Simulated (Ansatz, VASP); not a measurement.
**C: VASP beside Ansatz**

```
C
1.0
     4.20456    0.00000    0.00000
    -2.10228    3.64126    0.00000
     0.00000    0.00000   21.60000
C
6
Cartesian
  1.4015 2.4275 14.2239
  -0.7007 3.6407 14.2239
  3.5043 1.2135 14.2239
  0.7006 1.2135 14.2239
  2.8034 2.4275 14.2239
  0.7011 3.6407 14.2239
```

Alike in both runs: task single point; functional PBEsol; k mesh 9 × 9 × 1; occupations gaussian, width 0.04 eV; no spin polarisation.

|  | VASP | Ansatz |
| --- | --- | --- |
| version | VASP 6.6.1 | Ansatz 0.2.0 |
| potentials or method | VASP PAW PBE potentials, release 64 (C), cutoff 520 eV | scalar-relativistic, plane waves, PAW |
| valence electrons in the cell | 24 | 24 |

```tsv
	VASP	Ansatz	Ansatz less VASP
gap on the k mesh at the Fermi level (eV)	0.01	0.01	0.000
least direct gap on the mesh (eV)	0.01	0.01	0.000
rms of the force components (eV/Å)	0.010	0.010	-0.0001
```

VASP's potentials were made for PBE, not for PBEsol, and Ansatz warns of the same on its side. Atom by atom the forces differ by 0.000 eV/Å (rms over components). Ansatz's warnings: near symmetry operation missed by atoms, structure snapped to symmetry, xc potential rough in thin density.
